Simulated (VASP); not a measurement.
# NaCl in VASP: a series of runs, part 3 of 3

VASP 6.6.1. The steps go on from the part before.

**5. Single point, PBEsol (equal xy, yz and zx shear strains of -1 %)**

The input, INCAR:

```
SYSTEM = NaCl
ALGO = Normal
EDIFF = 1E-6
ENCUT = 520
GGA = PS
ISIF = 2
ISMEAR = -1
LASPH = .TRUE.
LCHARG = .FALSE.
LREAL = .FALSE.
LWAVE = .FALSE.
NBANDS = 14
NELM = 80
PREC = Accurate
SIGMA = 0.03
```

The input, KPOINTS:

```
k-points
0
G
  9 9 9
  0 0 0
```

The input, POSCAR:

```
NaCl
1.0
    2.8600000000     -0.0143000000     -0.0143000000
   -0.0143000000      2.8600000000     -0.0143000000
   -0.0143000000     -0.0143000000      2.8600000000
Na Cl
1 1
Direct
    0.0000000000      0.0000000000      0.0000000000
    0.5000000000      0.5000000000      0.5000000000
```

Potentials or basis: VASP PAW PBE potentials, release 64 (Na_pv, Cl).

Started as:

```sh
> cat potpaw_PBE.64/Na_pv/POTCAR potpaw_PBE.64/Cl/POTCAR > POTCAR
> mpirun -np 1 vasp_std > vasp.out
```

OUTCAR:

```text
SYSTEM = NaCl
   EDIFF = 1E-6
   ENCUT = 520
   GGA = PS
   ISIF = 2
   ISMEAR = -1
   LASPH = .TRUE.
   LREAL = .FALSE.
   NELM = 80
   PREC = Accurate

 ion  position               nearest neighbor table
   1  0.000  0.000  0.000-   2 2.45   2 2.45   2 2.49   2 2.49   2 2.49   2 2.49   2 2.49   2 2.49

   2  0.500  0.500  0.500-   1 2.45   1 2.45   1 2.49   1 2.49   1 2.49   1 2.49   1 2.49   1 2.49

  LATTYP: Found a trigonal (rhomboedric) cell.
 ALAT       =     2.8600714991
 COS(alpha) =    -0.0099745013

  Lattice vectors:

 A1 = (   2.8600000000,  -0.0143000000,  -0.0143000000)
 A2 = (  -0.0143000000,   2.8600000000,  -0.0143000000)
 A3 = (  -0.0143000000,  -0.0143000000,   2.8600000000)

Analysis of symmetry for initial positions (statically):
=====================================================================
 Subroutine PRICEL returns:
 Original cell was already a primitive cell.

 Routine SETGRP: Setting up the symmetry group for a
 trigonal (rhombohedral) supercell.

 Subroutine GETGRP returns: Found 12 space group operations
 (whereof 12 operations were pure point group operations)
 out of a pool of 12 trial point group operations.

The static configuration has the point symmetry D_3d.

[... 168 lines left out ...]
  band No.  band energies     occupation
      1     -15.8236      2.00000
      2     -15.8153      2.00000
      3     -15.8153      2.00000
      4     -10.2452      2.00000
      5       5.4469      2.00000
      6       5.5033      2.00000
      7       5.5033      2.00000
      8      13.2599      0.00000
      9      13.2599      0.00000
     10      13.9590      0.00000
     11      24.4899      0.00000
     12      24.6438      0.00000
     13      24.6438      0.00000
     14      28.9006      0.00000
[... 377 lines left out ...]
      1     -16.0857      2.00000
      2     -16.0767      2.00000
      3     -15.7528      2.00000
      4      -7.8619      2.00000
      5       1.3871      2.00000
      6       1.4060      2.00000
      7       6.7068      2.00000
      8      11.2734      0.00000
      9      17.2249      0.00000
     10      19.5501      0.00000
     11      19.6647      0.00000
     12      22.0036      0.00000
     13      22.2286      0.00000
     14      28.6382      0.00000

 [... further k-points ...]
[... 5 lines left out ...]
  --------------------------------------------------------------------------------------
  -------------------------------------------------------------------------------------
  Total        8.7804562      8.7804562      8.7804562      0.1131811      0.1131811      0.1131811
  in kB      601.3983704    601.3983704    601.3983704      7.7520961      7.7520961      7.7520961
  external PRESSURE =     601.3983704 kB  Pullay stress =       0.0000000 kB

 VOLUME and BASIS-vectors are now :
 -----------------------------------------------------------------------------
  energy-cutoff  :      520.00
  volume of cell :       23.39
      direct lattice vectors                 reciprocal lattice vectors
     2.860000000 -0.014300000 -0.014300000     0.349667921  0.001757125  0.001757125
    -0.014300000  2.860000000 -0.014300000     0.001757125  0.349667921  0.001757125
    -0.014300000 -0.014300000  2.860000000     0.001757125  0.001757125  0.349667921

 POSITION                                       TOTAL-FORCE (eV/Angst)
 -----------------------------------------------------------------------------------
      0.00000      0.00000      0.00000        -0.000000     -0.000000      0.000000
      1.41570      1.41570      1.41570         0.000000      0.000000      0.000000
 -----------------------------------------------------------------------------------
    total drift:                                0.000000     -0.000000     -0.000000

  FREE ENERGIE OF THE ION-ELECTRON SYSTEM (eV)
  ---------------------------------------------------
  free  energy   TOTEN  =        -4.7779149882 eV

  energy  without entropy=       -4.7779149881  energy(sigma->0) =       -4.77791499
```

stdout:

```text
POSCAR found type information on POSCAR NaCl
 POSCAR found :  2 types and       2 ions
 scaLAPACK will be used
 -----------------------------------------------------------------------------
|                                                                             |
|                                                                             |
|     You enforced a specific xc type in the INCAR file but a different       |
|     I HOPE YOU KNOW WHAT YOU ARE DOING!                                     |
|                                                                             |
 -----------------------------------------------------------------------------

 LDA part: xc-table for (Slater+PW92), standard interpolation
 POSCAR, INCAR and KPOINTS ok, starting setup
 FFT: planning ... GRIDC
 FFT: planning ... GRID_SOFT
 FFT: planning ... GRID
 WAVECAR not read
 entering main loop
```

Wall time 20 s (1 thread of Intel Xeon Platinum 8259CL at 2.50GHz (Skylake/Cascade Lake), shared host); peak memory 0.15 GiB.

Results:

| Item | Value |
| --- | --- |
| Free energy | -4.7779 eV |
| Pressure | 60.1 GPa |
| Band gap on the k mesh | 4.55 eV, direct |

Levels at points of the mesh, in eV from the valence-band top:
```tsv
k point	band 3	band 4	band 5	band 6	band 7	band 8	band 9	band 10	band 11	band 12
(0.00, 0.00, 0.00)	-22.52	-16.95	-1.26	-1.20	-1.20	6.55	6.55	7.25	17.78	17.94
```

Caveat: the cell differs from its parent crystal (equal xy, yz and zx shear strains of -1 %); the PAW data sets were made with another functional, which shifts forces and pressure a little.

**6. Single point, PBEsol (equal xy, yz and zx shear strains of +1 %)**

The input, INCAR:

```
PREC     = Accurate       # precision mode
ENCUT    = 520            # plane-wave cutoff, eV
EDIFF    = 1E-6           # SCF threshold, eV
ISMEAR   = -1             # smearing method
SIGMA    = 0.03           # smearing width, eV
LREAL    = False          # projectors in reciprocal space
LASPH    = True           # aspherical terms in the spheres
NELM     = 100            # most SCF steps
ALGO     = Normal         # electronic algorithm
ISIF     = 2              # what is computed and relaxed
LWAVE    = False          # write WAVECAR
LCHARG   = False          # write CHGCAR
GGA      = PS             # functional
NBANDS   = 14             # bands
```

The input, KPOINTS:

```
Automatic mesh
0
Gamma
  9 9 9
```

The input, POSCAR:

```
NaCl
1.0
    2.8600000000      0.0143000000      0.0143000000
    0.0143000000      2.8600000000      0.0143000000
    0.0143000000      0.0143000000      2.8600000000
Na Cl
1 1
Direct
    0.0000000000      0.0000000000      0.0000000000
    0.5000000000      0.5000000000      0.5000000000
```

Potentials or basis: VASP PAW PBE potentials, release 64 (Na_pv, Cl).

Started as:

```sh
> cat potpaw_PBE.64/Na_pv/POTCAR potpaw_PBE.64/Cl/POTCAR > POTCAR
> mpirun -np 1 vasp_std > vasp.out
```

OUTCAR:

```text
PREC = Accurate
   ENCUT = 520
   EDIFF = 1E-6
   ISMEAR = -1
   LREAL = False
   LASPH = True
   NELM = 100
   ISIF = 2
   GGA = PS

 ion  position               nearest neighbor table
   1  0.000  0.000  0.000-   2 2.47   2 2.47   2 2.47   2 2.47   2 2.47   2 2.47   2 2.50   2 2.50

   2  0.500  0.500  0.500-   1 2.47   1 2.47   1 2.47   1 2.47   1 2.47   1 2.47   1 2.50   1 2.50

  LATTYP: Found a trigonal (rhomboedric) cell.
 ALAT       =     2.8600714991
 COS(alpha) =     0.0100244988

  Lattice vectors:

 A1 = (   2.8600000000,   0.0143000000,   0.0143000000)
 A2 = (   0.0143000000,   2.8600000000,   0.0143000000)
 A3 = (   0.0143000000,   0.0143000000,   2.8600000000)

Analysis of symmetry for initial positions (statically):
=====================================================================
 Subroutine PRICEL returns:
 Original cell was already a primitive cell.

 Routine SETGRP: Setting up the symmetry group for a
 trigonal (rhombohedral) supercell.

 Subroutine GETGRP returns: Found 12 space group operations
 (whereof 12 operations were pure point group operations)
 out of a pool of 12 trial point group operations.

The static configuration has the point symmetry D_3d.
[... 167 lines left out ...]

 k-point     1 :       0.0000    0.0000    0.0000
  band No.  band energies     occupation
      1     -15.8206      2.00000
      2     -15.8206      2.00000
      3     -15.8130      2.00000
      4     -10.2452      2.00000
      5       5.4652      2.00000
      6       5.4652      2.00000
      7       5.5230      2.00000
      8      13.2598      0.00000
      9      13.2598      0.00000
     10      13.9590      0.00000
     11      24.5336      0.00000
     12      24.5336      0.00000
     13      24.7111      0.00000
     14      28.7605      0.00000
[... 377 lines left out ...]
      1     -16.0860      2.00000
      2     -16.0756      2.00000
      3     -15.7528      2.00000
      4      -7.8656      2.00000
      5       1.3413      2.00000
      6       1.4630      2.00000
      7       6.7073      2.00000
      8      11.2587      0.00000
      9      17.2180      0.00000
     10      19.6065      0.00000
     11      19.6089      0.00000
     12      22.0910      0.00000
     13      22.1453      0.00000
     14      28.6560      0.00000

 [... further k-points ...]
[... 5 lines left out ...]
  --------------------------------------------------------------------------------------
  -------------------------------------------------------------------------------------
  Total        8.7800248      8.7800248      8.7800248     -0.0988545     -0.0988545     -0.0988545
  in kB      601.3685222    601.3685222    601.3685222     -6.7708190     -6.7708190     -6.7708190
  external PRESSURE =     601.3685222 kB  Pullay stress =       0.0000000 kB

 VOLUME and BASIS-vectors are now :
 -----------------------------------------------------------------------------
  energy-cutoff  :      520.00
  volume of cell :       23.39
      direct lattice vectors                 reciprocal lattice vectors
     2.860000000  0.014300000  0.014300000     0.349667746 -0.001739641 -0.001739641
     0.014300000  2.860000000  0.014300000    -0.001739641  0.349667746 -0.001739641
     0.014300000  0.014300000  2.860000000    -0.001739641 -0.001739641  0.349667746

 POSITION                                       TOTAL-FORCE (eV/Angst)
 -----------------------------------------------------------------------------------
      0.00000      0.00000      0.00000         0.000000     -0.000000      0.000000
      1.44430      1.44430      1.44430        -0.000000      0.000000      0.000000
 -----------------------------------------------------------------------------------
    total drift:                                0.000000     -0.000000     -0.000000

  FREE ENERGIE OF THE ION-ELECTRON SYSTEM (eV)
  ---------------------------------------------------
  free  energy   TOTEN  =        -4.7780711825 eV

  energy  without entropy=       -4.7780711825  energy(sigma->0) =       -4.77807118
```

It took 16 s on 1 thread of Intel Xeon Platinum 8259CL at 2.50GHz (Skylake/Cascade Lake), shared host; peak memory 0.14 GiB.

What came out:

```
Free energy            : -4.7781 eV
Pressure               : 60.1 GPa
Band gap on the k mesh : 4.55 eV, direct
```

Caveat: the cell differs from its parent crystal (equal xy, yz and zx shear strains of +1 %); the PAW data sets were made with another functional, which shifts forces and pressure a little.

**7. The runs side by side**

| cell | gap on the mesh (eV) | pressure (GPa) |
| --- | --- | --- |
| a = 2.889, b = 2.889, c = 2.860 Å, 2 atoms | 4.53 | 55.3 |
| a = 2.917, b = 2.917, c = 2.860 Å, 2 atoms | 4.51 | 50.9 |
| a = 2.860 Å, angles 91.1°, 2 atoms | 4.55 | 60.3 |
| a = 2.860 Å, angles 90.6°, 2 atoms | 4.55 | 60.1 |
| a = 2.860 Å, angles 89.4°, 2 atoms | 4.55 | 60.1 |

Alike in all rows: task single point; level PBEsol; potentials or basis VASP PAW PBE potentials, release 64 (Na_pv, Cl); no spin polarisation; k mesh 9 × 9 × 9; cutoff (eV) 520; smearing fermi-dirac 0.03 eV.

Caveats: the PAW data sets were made with another functional, which shifts forces and pressure a little.

Absolute energies hang on the potentials; compare differences alone.
